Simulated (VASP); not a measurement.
# In (I4/mmm) in VASP: further runs, part 2 of 2

VASP 6.6.1. Earlier steps stand in the parts before.

**3. Single point, PBEsol (strain +0.015 along x and y, +0.000 along z)**

INCAR

```
SYSTEM = In
PREC = Accurate ; ENCUT = 520
EDIFF = 1E-6 ; ISMEAR = 0
SIGMA = 0.15 ; LREAL = .False.
LASPH = .True. ; NELM = 80
ALGO = Fast ; ISIF = 2
LWAVE = .False. ; LCHARG = .False.
GGA = PS ; NBANDS = 12
```

KPOINTS

```
Automatic mesh
0
Gamma
  20 20 20
  0 0 0
```

POSCAR

```
In
1.0
   -1.6505422500      1.6505422500      2.4739500000
    1.6505422500     -1.6505422500      2.4739500000
    1.6505422500      1.6505422500     -2.4739500000
In
1
Direct
    0.0000000000      0.0000000000      0.0000000000
```

Potentials or basis: VASP PAW PBE potentials, release 64 (In_d).

Started as:

```sh
$ cat potpaw_PBE.64/In_d/POTCAR > POTCAR
$ mpirun -np 1 vasp_std > vasp.out
```

OUTCAR:

```text
SYSTEM = In
   PREC = Accurate
   ENCUT = 520
   EDIFF = 1E-6
   ISMEAR = 0
   LREAL = .False.
   LASPH = .True.
   NELM = 80
   ISIF = 2
   GGA = PS

 ion  position               nearest neighbor table
   1  0.000  0.000  0.000-

  LATTYP: Found a body centered tetragonal cell.
 ALAT       =     3.3010845000
 C/A-ratio  =     1.4988710528

  Lattice vectors:

 A1 = (  -1.6505422500,   1.6505422500,   2.4739500000)
 A2 = (   1.6505422500,  -1.6505422500,   2.4739500000)
 A3 = (   1.6505422500,   1.6505422500,  -2.4739500000)

Analysis of symmetry for initial positions (statically):
=====================================================================
 Subroutine PRICEL returns:
 Original cell was already a primitive cell.

 Routine SETGRP: Setting up the symmetry group for a
 body centered tetragonal supercell.

 Subroutine GETGRP returns: Found 16 space group operations
 (whereof 16 operations were pure point group operations)
 out of a pool of 16 trial point group operations.

The static configuration has the point symmetry D_4h.

Analysis of symmetry for dynamics (positions and initial velocities):
=====================================================================
 Subroutine PRICEL returns:
 Original cell was already a primitive cell.

 Routine SETGRP: Setting up the symmetry group for a
 body centered tetragonal supercell.

 Subroutine GETGRP returns: Found 16 space group operations
 (whereof 16 operations were pure point group operations)
 out of a pool of 16 trial point group operations.

The dynamic configuration has the point symmetry D_4h.

 Subroutine INISYM returns: Found 16 space group operations
 (whereof 16 operations are pure point group operations),
 and found     1 'primitive' translations

----------------------------------------------------------------------------------------

                                     Primitive cell
[... 111 lines left out ...]
  Fermi-wavevector in a.u.,A,eV,Ry     =   1.283772  2.425977 22.423359  1.648070
  Thomas-Fermi vector in A             =   2.416005
   LORBIT       =      0    0 simple, 1 ext, 2 COOP (PROOUT), +10 PAW based schemes
   GGA     = PS    functional components
   LHFCALC =     F    Hartree Fock is set to
   AEXX    =    0.0000 exact exchange contribution
   IVDW    =     0    specifies the selected vdW correction
   LEPSILON=     F    determine dielectric tensor
   LRPA    =     F    only Hartree local field effects (RPA)
 non-spin polarized calculation
 RMM-DIIS sequential band-by-band and
 Gauss-broadening in eV      SIGMA  =   0.15
  energy-cutoff  :      520.00
  volume of cell :       26.96
 maximum number of plane-waves:       745
 NGX is ok and might be reduce to    28
   NGX = 13   NGY = 13   NGZ = 13

 number of electron      12.9999999 magnetization

 Free energy of the ion-electron system (eV)
  ---------------------------------------------------
  ext. energy  EPLUGINS =         0.00000000
  ---------------------------------------------------
  free energy    TOTEN  =        -2.97778410 eV

  energy without entropy =       -2.97269752  energy(sigma->0) =       -2.97524081

 E-fermi :   7.0070     XC(G=0): -10.2631

 val. band max:        7.0057055356   @ k =  -0.4000   0.4000   0.3500
 cond. band min:       7.0211095818   @ k =  -0.2000   0.4000   0.0500
 fundamental gap:      0.0154040461
 Fermi energy:         7.0069959011

 k-point     1 :       0.0000    0.0000    0.0000
  band No.  band energies     occupation
      1      -7.5446      2.00000
      2      -7.4672      2.00000
      3      -7.4672      2.00000
      4      -7.3734      2.00000
      5      -7.2968      2.00000
      6      -2.3393      2.00000
      7      17.2695      0.00000
      8      17.2695      0.00000
      9      17.4008      0.00000
     10      18.5191      0.00000
     11      20.7207      0.00000
     12      20.8296      0.00000
[... 331 lines left out ...]
 k-point    24 :      -0.3500    0.0500    0.0000
  band No.  band energies     occupation
      1      -7.5297      2.00000
      2      -7.4923      2.00000
      3      -7.4342      2.00000
      4      -7.2683      2.00000
      5      -7.2301      2.00000
      6       0.1571      2.00000
      7       7.5603      0.00000
      8      14.5667      0.00000
      9      15.8389      0.00000
     10      17.9356      0.00000
     11      19.5465      0.00000
     12      20.3509      0.00000

 [... further k-points ...]
[... 5 lines left out ...]
  --------------------------------------------------------------------------------------
  -------------------------------------------------------------------------------------
  Total       -0.3370254     -0.3370254     -0.3465714      0.0000000     -0.0000000      0.0000000
  in kB      -20.0294483    -20.0294483    -20.5967686      0.0000000     -0.0000000      0.0000000
  external PRESSURE =     -20.2185550 kB  Pullay stress =       0.0000000 kB

 VOLUME and BASIS-vectors are now :
 -----------------------------------------------------------------------------
  energy-cutoff  :      520.00
  volume of cell :       26.96
      direct lattice vectors                 reciprocal lattice vectors
    -1.650542250  1.650542250  2.473950000     0.000000000  0.302930749  0.202105944
     1.650542250 -1.650542250  2.473950000     0.302930749  0.000000000  0.202105944
     1.650542250  1.650542250 -2.473950000     0.302930749  0.302930749  0.000000000

 POSITION                                       TOTAL-FORCE (eV/Angst)
 -----------------------------------------------------------------------------------
      0.00000      0.00000      0.00000         0.000000      0.000000      0.000000
 -----------------------------------------------------------------------------------
    total drift:                               -0.000000     -0.000000     -0.000000

  FREE ENERGIE OF THE ION-ELECTRON SYSTEM (eV)
  ---------------------------------------------------
  free  energy   TOTEN  =        -2.9777840970 eV

  energy  without entropy=       -2.9726975180  energy(sigma->0) =       -2.97524081
```

It took 1.7 min on 1 thread of Intel Xeon 6975P-C (Granite Rapids), shared host; peak memory 0.31 GiB.

What came out:

| Property | Result |
| --- | --- |
| Free energy | -2.9778 eV |
| Pressure | -2.0 GPa |
| Band gap on the k mesh | zero (an odd number of electrons rules out a gap without spin polarisation) |

Caveat: the cell differs from its parent crystal (strain +0.015 along x and y, +0.000 along z); the PAW data sets were made with another functional, which shifts forces and pressure a little; spin-orbit coupling is left out, which moves the levels of the heavy elements.

**4. Single point, PBEsol (strain +0.030 along x and y, +0.000 along z)**

INCAR

```
PREC = Accurate ; ENCUT = 520
EDIFF = 1E-6 ; ISMEAR = 0
SIGMA = 0.15 ; LREAL = False
LASPH = True ; NELM = 80
ALGO = Fast ; ISIF = 2
LWAVE = False ; LCHARG = False
GGA = PS ; NBANDS = 12
```

KPOINTS

```
Automatic mesh
0
Gamma
  20 20 20
```

POSCAR

```
In
1.0
   -1.6749345000      1.6749345000      2.4739500000
    1.6749345000     -1.6749345000      2.4739500000
    1.6749345000      1.6749345000     -2.4739500000
In
1
Direct
    0.0000000000      0.0000000000      0.0000000000
```

Started as:

```sh
$ cat potpaw_PBE.64/In_d/POTCAR > POTCAR
$ mpirun -np 1 vasp_std > vasp.out
```

Wall time 1.7 min (1 thread of Intel Xeon 6975P-C (Granite Rapids), shared host); peak memory 0.32 GiB.

It converged, with:

```
Free energy            : -2.9653 eV
Pressure               : -3.0 GPa
Band gap on the k mesh : zero (an odd number of electrons rules out a gap without spin polarisation)
```

Stress tensor (GPa, compression positive):
```
-3.06  0.00  0.00
 0.00 -3.06  0.00
 0.00  0.00 -2.96
```

Levels at points of the mesh, in eV from the Fermi level:
```csv
k point,band 3,band 4,band 5,band 6,band 7,band 8,band 9,band 10
"(0.00, 0.00, 0.00)",-14.46,-14.35,-14.30,-9.15,10.01,10.01,10.10,11.43
"(0.50, 0.00, 0.00)",-14.44,-14.20,-14.18,-4.29,-3.13,7.54,8.41,10.82
"(0.50, 0.50, 0.00)",-14.20,-14.18,-14.13,-1.97,-1.88,3.60,3.85,6.85
"(0.50, 0.50, 0.50)",-14.20,-14.16,-14.16,-2.68,-2.29,4.29,4.29,7.52
```

Caveat: the cell differs from its parent crystal (strain +0.030 along x and y, +0.000 along z); the cell stands under tension; the PAW data sets were made with another functional, which shifts forces and pressure a little; spin-orbit coupling is left out, which moves the levels of the heavy elements.

**5. Single point, PBEsol (strain +0.030 along x and y, +0.015 along z)**

INCAR

```
SYSTEM = In
PREC = Accurate
ENCUT = 520
EDIFF = 1E-6
ISMEAR = 0
SIGMA = 0.15
LREAL = .False.
LASPH = .True.
NELM = 60
ALGO = Fast
ISIF = 2
LWAVE = .False.
LCHARG = .True.
GGA = PS
LELF = .True.
LVHAR = .True.
NBANDS = 12
```

KPOINTS

```
Automatic mesh
0
Gamma
  20 20 20
  0 0 0
```

POSCAR

```
In
1.0
   -1.6749345000      1.6749345000      2.5110592500
    1.6749345000     -1.6749345000      2.5110592500
    1.6749345000      1.6749345000     -2.5110592500
In
1
Direct
    0.0000000000      0.0000000000      0.0000000000
```

Started as:

```sh
$ cat potpaw_PBE.64/In_d/POTCAR > POTCAR
$ mpirun -np 1 vasp_std > vasp.out
```

It took 1.9 min on 1 thread of Intel Xeon 6975P-C (Granite Rapids), shared host; peak memory 0.31 GiB.

Results (log left out):

| Quantity | Value |
| --- | --- |
| Free energy | -2.9572 eV |
| Pressure | -3.4 GPa |
| Band gap on the k mesh | zero (an odd number of electrons rules out a gap without spin polarisation) |

Levels at points of the mesh, in eV from the Fermi level:
| k point | band 4 | band 5 | band 6 | band 7 | band 8 | band 9 |
| --- | --- | --- | --- | --- | --- | --- |
| (0.00, 0.00, 0.00) | -14.35 | -14.28 | -9.05 | 9.88 | 9.88 | 9.99 |
| (0.50, 0.00, 0.00) | -14.20 | -14.17 | -4.27 | -3.06 | 7.28 | 8.45 |
| (0.50, 0.50, 0.00) | -14.18 | -14.12 | -1.92 | -1.79 | 3.48 | 3.82 |
| (0.50, 0.50, 0.50) | -14.16 | -14.16 | -2.85 | -2.32 | 4.39 | 4.39 |

Caveat: the cell differs from its parent crystal (strain +0.030 along x and y, +0.015 along z); the cell stands under tension; the PAW data sets were made with another functional, which shifts forces and pressure a little; spin-orbit coupling is left out, which moves the levels of the heavy elements.

**6. Summary**

| cell | further INCAR settings | gap on the mesh (eV) | pressure (GPa) |
| --- | --- | --- | --- |
| a = 3.374 Å, angles 121.4, 121.4, 87.5°, 1 atom | ALGO = Fast; EDIFF = 1e-07; NBANDS = 12 | none | -1.5 |
| a = 3.401 Å, angles 121.9, 121.9, 86.7°, 1 atom | ALGO = Fast; EDIFF = 1e-06; NBANDS = 12 | none | -2.0 |
| a = 3.425 Å, angles 121.4, 121.4, 87.5°, 1 atom | ALGO = Fast; EDIFF = 1e-06; NBANDS = 12 | none | -3.0 |
| a = 3.452 Å, angles 121.9, 121.9, 86.7°, 1 atom | ALGO = Fast; EDIFF = 1e-06; NBANDS = 12 | none | -3.4 |

Alike in all rows: task single point; level PBEsol; potentials or basis VASP PAW PBE potentials, release 64 (In_d); no spin polarisation; k mesh 20 × 20 × 20; cutoff (eV) 520; smearing gaussian 0.15 eV.

Caveats: the PAW data sets were made with another functional, which shifts forces and pressure a little; spin-orbit coupling is left out, which moves the levels of the heavy elements; the cell stands under tension (at least some runs).

Total energies depend on the potentials used, so only differences within one code and one set of settings carry meaning.
